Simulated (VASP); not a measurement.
# CsSmF4 (P4/mmm) in VASP: notebook

The runs below take CsSmF4 through single point, with PBE.

Everything below comes from runs of VASP 6.6.1. Logs are shortened: lines on timing, memory, paths and dates and some standing lists are left out, and cuts for length are marked.

### Step 1. The cell of the first run

Symmetry: P4/mmm, No. 123, tetragonal system. Conventional cell: a = 4.163 Å, b = 4.163 Å, c = 6.027 Å, α = 90.00°, β = 90.00°, γ = 90.00°. Cs (site symmetry 4/mmm) has 8 F at 2.51 Å within 3.3 Å. Sm (site symmetry 4/mmm) has 8 F at 2.64 Å within 3.5 Å. F (site symmetry 2mm) has 2 Cs at 2.51 Å and 2 Sm at 2.64 Å and 6 F at 2.79 to 3.24 Å within 3.3 Å.

The cell was built from a structure type or drawn by symmetry, and may not be a known phase.

### Step 2. Single point, PBE

Input file INCAR:

```
SYSTEM = CsSmF4
  PREC = Accurate
  ENCUT = 600
  EDIFF = 1E-6
  ISMEAR = 0
  SIGMA = 0.1
  LREAL = .False.
  LASPH = .True.
  NELM = 200
  ALGO = Normal
  ISIF = 2
  LWAVE = .False.
  LCHARG = .True.
  GGA = PE
  LELF = .True.
  LVHAR = .True.
  NBANDS = 33
  GGA_COMPAT = .False.
  LMAXMIX = 6
```

Input file KPOINTS:

```
Automatic mesh
0
Gamma
  4 4 4
  0 0 0
```

Input file POSCAR:

```
CsSmF4
1.0
    4.1632442100      0.0000000000      0.0000000000
    0.0000000000      4.1632442100      0.0000000000
    0.0000000000      0.0000000000      6.0270570200
Cs Sm F
1 1 4
Direct
    0.5000000000      0.5000000000      0.5000000000
    0.0000000000      0.0000000000      0.0000000000
    0.5000000000      0.0000000000      0.7312811000
    0.0000000000      0.5000000000      0.2687189000
    0.5000000000      0.0000000000      0.2687189000
    0.0000000000      0.5000000000      0.7312811000
```

Potentials or basis: VASP PAW PBE potentials, release 64 (Cs_sv, Sm_3, F), 4f in core.

Command:

```console
$ cat potpaw_PBE.64/Cs_sv/POTCAR potpaw_PBE.64/Sm_3/POTCAR potpaw_PBE.64/F/POTCAR > POTCAR
$ mpirun -np 1 vasp_std > vasp.out
```

OUTCAR:

```text
SYSTEM = CsSmF4
   PREC = Accurate
   ENCUT = 600
   EDIFF = 1E-6
   ISMEAR = 0
   LREAL = .False.
   LASPH = .True.
   NELM = 200
   ISIF = 2
   GGA = PE

 ion  position               nearest neighbor table
   1  0.500  0.500  0.500-   3 2.51   4 2.51   5 2.51   6 2.51   3 2.51   5 2.51   4 2.51   6 2.51

   2  0.000  0.000  0.000-   3 2.64   4 2.64   5 2.64   6 2.64   4 2.64   6 2.64   3 2.64   5 2.64

   3  0.500  0.000  0.731-   1 2.51   1 2.51   2 2.64   2 2.64
   4  0.000  0.500  0.269-   1 2.51   1 2.51   2 2.64   2 2.64
   5  0.500  0.000  0.269-   1 2.51   1 2.51   2 2.64   2 2.64
   6  0.000  0.500  0.731-   1 2.51   1 2.51   2 2.64   2 2.64

  LATTYP: Found a simple tetragonal cell.
 ALAT       =     4.1632442100
 C/A-ratio  =     1.4476827964

  Lattice vectors:

 A1 = (   4.1632442100,   0.0000000000,   0.0000000000)
 A2 = (   0.0000000000,   4.1632442100,   0.0000000000)
 A3 = (   0.0000000000,   0.0000000000,   6.0270570200)

Analysis of symmetry for initial positions (statically):
=====================================================================
 Subroutine PRICEL returns:
 Original cell was already a primitive cell.

 Routine SETGRP: Setting up the symmetry group for a
 simple tetragonal supercell.

 Subroutine GETGRP returns: Found 16 space group operations
 (whereof 16 operations were pure point group operations)
 out of a pool of 16 trial point group operations.

The static configuration has the point symmetry D_4h.

Analysis of symmetry for dynamics (positions and initial velocities):
=====================================================================
 Subroutine PRICEL returns:
 Original cell was already a primitive cell.

 Routine SETGRP: Setting up the symmetry group for a
 simple tetragonal supercell.

 Subroutine GETGRP returns: Found 16 space group operations
 (whereof 16 operations were pure point group operations)
 out of a pool of 16 trial point group operations.

The dynamic configuration has the point symmetry D_4h.

 Subroutine INISYM returns: Found 16 space group operations
 (whereof 16 operations are pure point group operations),
 and found     1 'primitive' translations

----------------------------------------------------------------------------------------

                                     Primitive cell

  volume of cell :     104.4646

  direct lattice vectors                    reciprocal lattice vectors
     4.163244210  0.000000000  0.000000000     0.240197296  0.000000000  0.000000000
     0.000000000  4.163244210  0.000000000     0.000000000  0.240197296  0.000000000
     0.000000000  0.000000000  6.027057020     0.000000000  0.000000000  0.165918457

  length of vectors
     4.163244210  4.163244210  6.027057020     0.240197296  0.240197296  0.165918457

  position of ions in fractional coordinates (direct lattice)
     0.500000000  0.500000000  0.500000000
     0.000000000  0.000000000  0.000000000
     0.500000000  0.000000000  0.731281100
     0.000000000  0.500000000  0.268718900
     0.500000000  0.000000000  0.268718900
     0.000000000  0.500000000  0.731281100

  ion indices of the primitive-cell ions
   primitive index   ion index
                 1           1
                 2           2
                 3           3
                 4           4
                 5           5
                 6           6

----------------------------------------------------------------------------------------

 KPOINTS: Automatic mesh

Automatic generation of k-mesh.
 Grid dimensions read from file:
 generate k-points for:    4    4    4

 Generating k-lattice:

  Cartesian coordinates                     Fractional coordinates (reciprocal lattice)
     0.060049324  0.000000000  0.000000000     0.250000000  0.000000000  0.000000000
     0.000000000  0.060049324  0.000000000     0.000000000  0.250000000  0.000000000
     0.000000000  0.000000000  0.041479614     0.000000000  0.000000000  0.250000000

  Length of vectors
     0.060049324  0.060049324  0.041479614

[... 53 lines left out ...]

 k-point     2 :       0.2500    0.0000    0.0000
  band No.  band energies     occupation
      1     -40.8407      2.00000
      2     -21.4616      2.00000
      3     -21.3388      2.00000
      4     -20.9935      2.00000
      5     -20.7278      2.00000
      6     -20.0140      2.00000
[... 25 lines left out ...]
     32      11.2491      0.00000
     33      11.5317      0.00000

 k-point     3 :       0.5000    0.0000    0.0000
  band No.  band energies     occupation
      1     -40.8379      2.00000
      2     -21.5317      2.00000
      3     -21.1325      2.00000
      4     -21.0368      2.00000
      5     -20.8688      2.00000
      6     -20.0095      2.00000
[... 25 lines left out ...]
     32      11.1336      0.00000
     33      11.1475      0.00000

 k-point     4 :       0.2500    0.2500    0.0000
  band No.  band energies     occupation
      1     -40.8380      2.00000
      2     -21.4404      2.00000
      3     -21.2148      2.00000
      4     -21.1928      2.00000
      5     -20.7583      2.00000
      6     -19.8318      2.00000
[... 25 lines left out ...]
     32      10.6708      0.00000
     33      11.3702      0.00000

 k-point     5 :       0.5000    0.2500    0.0000
  band No.  band energies     occupation
      1     -40.8353      2.00000
      2     -21.4876      2.00000
      3     -21.2676      2.00000
      4     -21.0109      2.00000
      5     -20.8591      2.00000
      6     -19.7826      2.00000
[... 388 lines left out ...]
 k-point    16 :       0.2500    0.2500    0.5000
  band No.  band energies     occupation
      1     -40.8380      2.00000
      2     -21.4329      2.00000
      3     -21.2260      2.00000
      4     -21.0906      2.00000
      5     -20.8963      2.00000
      6     -19.7701      2.00000
[... 25 lines left out ...]
     32      10.6592      0.00000
     33      10.6661      0.00000

 k-point    17 :       0.5000    0.2500    0.5000
  band No.  band energies     occupation
      1     -40.8353      2.00000
      2     -21.3489      2.00000
      3     -21.1484      2.00000
      4     -21.1449      2.00000
      5     -21.0679      2.00000
      6     -19.7990      2.00000
[... 25 lines left out ...]
     32       8.8494      0.00000
     33      10.8608      0.00000

 k-point    18 :       0.5000    0.5000    0.5000
  band No.  band energies     occupation
      1     -40.8326      2.00000
      2     -21.3389      2.00000
      3     -21.3389      2.00000
      4     -21.0047      2.00000
      5     -21.0047      2.00000
      6     -19.9713      2.00000
[... 25 lines left out ...]
     32       9.4622      0.00000
     33      10.0648      0.00000

------------------------ aborting loop because EDIFF is reached ----------------------------------------

  FORCE on cell =-STRESS in cart. coord.  units (eV):
  Direction    XX          YY          ZZ          XY          YZ          ZX
  --------------------------------------------------------------------------------------
  -------------------------------------------------------------------------------------
  Total        6.7944663      6.7944663      1.2359874      0.0000000      0.0000000     -0.0000000
  in kB      104.2069912    104.2069912     18.9563861      0.0000000      0.0000000     -0.0000000
  external PRESSURE =      75.7901229 kB  Pullay stress =       0.0000000 kB

 VOLUME and BASIS-vectors are now :
 -----------------------------------------------------------------------------
  energy-cutoff  :      600.00
  volume of cell :      104.46
      direct lattice vectors                 reciprocal lattice vectors
     4.163244210  0.000000000  0.000000000     0.240197296  0.000000000  0.000000000
     0.000000000  4.163244210  0.000000000     0.000000000  0.240197296  0.000000000
     0.000000000  0.000000000  6.027057020     0.000000000  0.000000000  0.165918457

 POSITION                                       TOTAL-FORCE (eV/Angst)
 -----------------------------------------------------------------------------------
      2.08162      2.08162      3.01353         0.000000      0.000000     -0.000000
      0.00000      0.00000      0.00000         0.000000      0.000000     -0.000000
      2.08162      0.00000      4.40747         0.000000      0.000000      4.155452
      0.00000      2.08162      1.61958         0.000000      0.000000     -4.155452
      2.08162      0.00000      1.61958         0.000000      0.000000     -4.155452
      0.00000      2.08162      4.40747        -0.000000      0.000000      4.155452
 -----------------------------------------------------------------------------------
    total drift:                                0.000000      0.000000     -0.000000

  FREE ENERGIE OF THE ION-ELECTRON SYSTEM (eV)
  ---------------------------------------------------
  free  energy   TOTEN  =       -29.8917123309 eV

  energy  without entropy=      -29.8917123309  energy(sigma->0) =      -29.89171233
```

Wall time 34 s (1 thread of Intel Xeon 6975P-C (Granite Rapids), shared host); peak memory 0.28 GiB.

What came out:

```
Free energy            : -29.8917 eV
Pressure               : 7.6 GPa
Largest force          : 4.155 eV/Å
Band gap on the k mesh : 2.78 eV
```

Forces in eV/Å, atoms in the order of the input:
```
Cs   0.000  0.000  0.000
Sm   0.000  0.000  0.000
F    0.000  0.000  4.155
F    0.000  0.000 -4.155
F    0.000  0.000 -4.155
F    0.000  0.000  4.155
```

Levels at points of the mesh, in eV from the valence-band top:
```csv
k point,band 22,band 23,band 24,band 25,band 26,band 27
"(0.00, 0.00, 0.00)",-2.10,-0.48,-0.48,2.86,4.00,4.00
"(0.50, 0.00, 0.00)",-1.50,-0.59,-0.58,3.68,3.70,4.55
"(0.50, 0.50, 0.00)",-1.29,-1.29,0.00,2.78,4.29,4.60
"(0.00, 0.00, 0.50)",-2.56,-0.47,-0.47,3.08,4.01,4.29
"(0.50, 0.00, 0.50)",-0.85,-0.65,-0.40,3.65,3.75,4.55
"(0.50, 0.50, 0.50)",-1.24,-1.24,-0.30,2.83,4.44,4.76
```

Caveat: the cell stands under pressure; spin-orbit coupling is left out, which moves the levels of the heavy elements; the 4f electrons are frozen in the core, so they carry no moment and show no levels; forces of over 1 eV/Å act on the atoms, so gaps and moduli don't describe the material at rest. Spin polarisation is off, so any magnetic state and its effect on volume and gap are missing.

### Step 3. Single point, PBE

This run uses another cell than the first one, of 18.74 Å³/atom.

Input file INCAR:

```
  ALGO = Normal
  EDIFF = 1E-6
  ENCUT = 600
  GGA = PE
  GGA_COMPAT = False
  ISIF = 2
  ISMEAR = 0
  LASPH = True
  LCHARG = True
  LELF = True
  LMAXMIX = 6
  LREAL = False
  LVHAR = True
  LWAVE = False
  NBANDS = 33
  NELM = 200
  PREC = Accurate
  SIGMA = 0.1
```

Input file KPOINTS:

```
k-points
0
Gamma
  4 4 4
```

Input file POSCAR:

```
CsSmF4
1.0
    3.9975334599      0.0000000000      0.0000000000
    0.0000000000      3.9975334599      0.0000000000
    0.0000000000      0.0000000000      7.0355351913
Cs Sm F
1 1 4
Direct
    0.5000000000      0.5000000000      0.5000000000
    0.0000000000      0.0000000000      0.0000000000
    0.5000000000      0.0000000000      0.8167484654
    0.0000000000      0.5000000000      0.1832515346
    0.5000000000      0.0000000000      0.1832515346
    0.0000000000      0.5000000000      0.8167484654
```

Potentials or basis: VASP PAW PBE potentials, release 64 (Cs_sv, Sm_3, F), 4f in core.

Command:

```console
$ cat potpaw_PBE.64/Cs_sv/POTCAR potpaw_PBE.64/Sm_3/POTCAR potpaw_PBE.64/F/POTCAR > POTCAR
$ mpirun -np 1 vasp_std > vasp.out
```

It took 30 s on 1 thread of Intel Xeon 6975P-C (Granite Rapids), shared host; peak memory 0.27 GiB.

The run converged. Its results:

| Item | Value |
| --- | --- |
| Free energy | -34.5702 eV |
| Pressure | 0.4 GPa |
| Largest force | 0.046 eV/Å |
| Band gap on the k mesh | 5.74 eV (least direct gap 5.85 eV) |

Forces in eV/Å, atoms in the order of the input:
```
Cs   0.000  0.000  0.000
Sm   0.000  0.000  0.000
F    0.000  0.000 -0.046
F    0.000  0.000  0.046
F    0.000  0.000  0.046
F    0.000  0.000 -0.046
```

Stress tensor (GPa, compression positive):
```
0.36 0.00 0.00
0.00 0.36 0.00
0.00 0.00 0.50
```

Levels at points of the mesh, in eV from the valence-band top:
```tsv
k point	band 22	band 23	band 24	band 25	band 26	band 27
(0.00, 0.00, 0.00)	-0.48	-0.48	-0.38	5.74	7.22	7.70
(0.50, 0.00, 0.00)	-0.88	-0.63	-0.33	6.96	7.85	7.89
(0.50, 0.50, 0.00)	-0.74	-0.17	0.00	5.85	7.25	8.22
(0.00, 0.00, 0.50)	-0.53	-0.38	-0.38	6.16	7.07	7.78
(0.50, 0.00, 0.50)	-0.82	-0.69	-0.35	7.05	7.81	7.83
(0.50, 0.50, 0.50)	-0.53	-0.17	-0.01	6.17	7.29	7.40
```

Caveat: spin-orbit coupling is left out, which moves the levels of the heavy elements; the 4f electrons are frozen in the core, so they carry no moment and show no levels.

### Step 4. Single point, PBE

This run uses another cell than the first one, of 18.79 Å³/atom.

Input file INCAR:

```
SYSTEM = CsSmF4
PREC     = Accurate       ! precision mode
ENCUT    = 600            ! plane-wave cutoff, eV
EDIFF    = 1E-6           ! SCF threshold, eV
ISMEAR   = 0              ! smearing method
SIGMA    = 0.02           ! smearing width, eV
LREAL    = .FALSE.        ! projectors in reciprocal space
LASPH    = .TRUE.         ! aspherical terms in the spheres
NELM     = 200            ! most SCF steps
ALGO     = Normal         ! electronic algorithm
ISIF     = 2              ! what is computed and relaxed
LWAVE    = .FALSE.        ! write WAVECAR
LCHARG   = .TRUE.         ! write CHGCAR
GGA      = PE             ! functional
LELF     = .TRUE.         ! ELF
LVHAR    = .TRUE.       
NBANDS   = 33             ! bands
GGA_COMPAT= .FALSE.      
LMAXMIX  = 6              ! l up to which the mixer works
```

Input file KPOINTS:

```
Automatic mesh
0
G
  6 6 4
  0 0 0
```

Input file POSCAR:

```
CsSmF4
1.0
    3.9969566332      0.0000000000      0.0000000000
    0.0000000000      3.9969566332      0.0000000000
    0.0000000000      0.0000000000      7.0557451304
Cs Sm F
1 1 4
Direct
    0.5000000000      0.5000000000      0.5000000000
    0.0000000000      0.0000000000      0.0000000000
    0.5000000000      0.0000000000      0.8171385513
    0.0000000000      0.5000000000      0.1828614487
    0.5000000000      0.0000000000      0.1828614487
    0.0000000000      0.5000000000      0.8171385513
```

Command:

```console
$ cat potpaw_PBE.64/Cs_sv/POTCAR potpaw_PBE.64/Sm_3/POTCAR potpaw_PBE.64/F/POTCAR > POTCAR
$ mpirun -np 1 vasp_std > vasp.out
```

It took 61 s on 1 thread of Intel Xeon 6975P-C (Granite Rapids), shared host; peak memory 0.3 GiB.

It converged, with:

| Quantity | Value |
| --- | --- |
| Free energy | -34.5711 eV |
| Pressure | 0.3 GPa |
| Largest force | 0.053 eV/Å |
| Band gap on the k mesh | 5.71 eV (least direct gap 5.83 eV) |

Forces in eV/Å, atoms in the order of the input:
```
Cs   0.000  0.000  0.000
Sm   0.000  0.000  0.000
F    0.000  0.000 -0.053
F    0.000  0.000  0.053
F    0.000  0.000  0.053
F    0.000  0.000 -0.053
```

Levels at points of the mesh, in eV from the valence-band top:
| k point | band 20 | band 21 | band 22 | band 23 | band 24 | band 25 | band 26 | band 27 | band 28 | band 29 |
| --- | --- | --- | --- | --- | --- | --- | --- | --- | --- | --- |
| (0.00, 0.00, 0.00) | -0.51 | -0.51 | -0.48 | -0.48 | -0.39 | 5.71 | 7.21 | 7.66 | 7.77 | 8.08 |
| (0.50, 0.00, 0.00) | -1.06 | -0.95 | -0.88 | -0.63 | -0.34 | 6.96 | 7.84 | 7.85 | 8.97 | 9.32 |
| (0.50, 0.50, 0.00) | -0.92 | -0.92 | -0.74 | -0.17 | 0.00 | 5.83 | 7.24 | 8.20 | 8.28 | 8.28 |
| (0.00, 0.00, 0.50) | -0.62 | -0.53 | -0.53 | -0.39 | -0.39 | 6.12 | 7.07 | 7.78 | 7.98 | 8.35 |
| (0.50, 0.00, 0.50) | -1.05 | -0.88 | -0.83 | -0.70 | -0.36 | 7.05 | 7.77 | 7.83 | 8.74 | 9.08 |
| (0.50, 0.50, 0.50) | -0.74 | -0.55 | -0.55 | -0.17 | -0.01 | 6.14 | 7.28 | 7.40 | 8.60 | 8.60 |

Caveat: spin-orbit coupling is left out, which moves the levels of the heavy elements; the 4f electrons are frozen in the core, so they carry no moment and show no levels. A k mesh can miss the band edges.

### Step 5. Single point, PBE

This run uses another cell than the first one, of 18.79 Å³/atom.

Input file INCAR:

```
ALGO = Normal ; EDIFF = 1E-6
ENCUT = 600 ; GGA = PE
GGA_COMPAT = False ; ISIF = 2
ISMEAR = 0 ; LASPH = True
LCHARG = True ; LELF = True
LMAXMIX = 6 ; LREAL = False
LVHAR = True ; LWAVE = False
NBANDS = 33 ; NELM = 200
PREC = Accurate ; SIGMA = 0.02
```

Input file KPOINTS:

```
k-points
0
Gamma
  6 6 4
```

POSCAR is that of step 4.

Command:

```console
$ cat potpaw_PBE.64/Cs_sv/POTCAR potpaw_PBE.64/Sm_3/POTCAR potpaw_PBE.64/F/POTCAR > POTCAR
$ mpirun -np 1 vasp_std > vasp.out
```

It took 47 s on 1 thread of Intel Xeon 6975P-C (Granite Rapids), shared host; peak memory 0.31 GiB.

It converged, with:

| Item | Value |
| --- | --- |
| Free energy | -34.5711 eV |
| Pressure | 0.3 GPa |
| Largest force | 0.053 eV/Å |
| Band gap on the k mesh | 5.71 eV (least direct gap 5.83 eV) |

Forces on the atoms (eV/Å):
```
Cs   0.000  0.000  0.000
Sm   0.000  0.000  0.000
F    0.000  0.000 -0.053
F    0.000  0.000  0.053
F    0.000  0.000  0.053
F    0.000  0.000 -0.053
```

Levels at points of the mesh, in eV from the valence-band top:
```tsv
k point	band 20	band 21	band 22	band 23	band 24	band 25	band 26	band 27	band 28	band 29
(0.00, 0.00, 0.00)	-0.51	-0.51	-0.48	-0.48	-0.39	5.71	7.21	7.66	7.77	8.08
(0.50, 0.00, 0.00)	-1.06	-0.95	-0.88	-0.63	-0.34	6.96	7.84	7.85	8.97	9.32
(0.50, 0.50, 0.00)	-0.92	-0.92	-0.74	-0.17	0.00	5.83	7.24	8.20	8.28	8.28
(0.00, 0.00, 0.50)	-0.62	-0.53	-0.53	-0.39	-0.39	6.12	7.07	7.78	7.98	8.35
(0.50, 0.00, 0.50)	-1.05	-0.88	-0.83	-0.70	-0.36	7.05	7.77	7.83	8.74	9.08
(0.50, 0.50, 0.50)	-0.74	-0.55	-0.55	-0.17	-0.01	6.14	7.28	7.40	8.60	8.60
```

Caveat: spin-orbit coupling is left out, which moves the levels of the heavy elements; the 4f electrons are frozen in the core, so they carry no moment and show no levels. A k mesh can miss the band edges.

### Step 6. Overview

| cell | k mesh | smearing | gap on the mesh (eV) | pressure (GPa) | largest force (eV/Å) |
| --- | --- | --- | --- | --- | --- |
| a = 4.163, b = 4.163, c = 6.027 Å, 6 atoms, atomic positions A | 4 × 4 × 4 | gaussian 0.1 eV | 2.78 | 7.6 | 4.16 |
| a = 3.998, b = 3.998, c = 7.036 Å, 6 atoms, atomic positions B | 4 × 4 × 4 | gaussian 0.1 eV | 5.74 | 0.4 | 0.05 |
| a = 3.997, b = 3.997, c = 7.056 Å, 6 atoms, atomic positions B | 6 × 6 × 4 | gaussian 0.02 eV | 5.71 | 0.3 | 0.05 |

Alike in all rows: task single point; level PBE; potentials or basis VASP PAW PBE potentials, release 64 (Cs_sv, Sm_3, F), 4f in core; no spin polarisation; cutoff (eV) 600.

Caveats: spin-orbit coupling is left out, which moves the levels of the heavy elements; the 4f electrons are frozen in the core, so they carry no moment and show no levels; the cell stands under pressure (at least some runs); forces of over 1 eV/Å act on the atoms, so gaps and moduli don't describe the material at rest (at least some runs).

Total energies depend on the potentials used, so only differences within one code and one set of settings carry meaning.
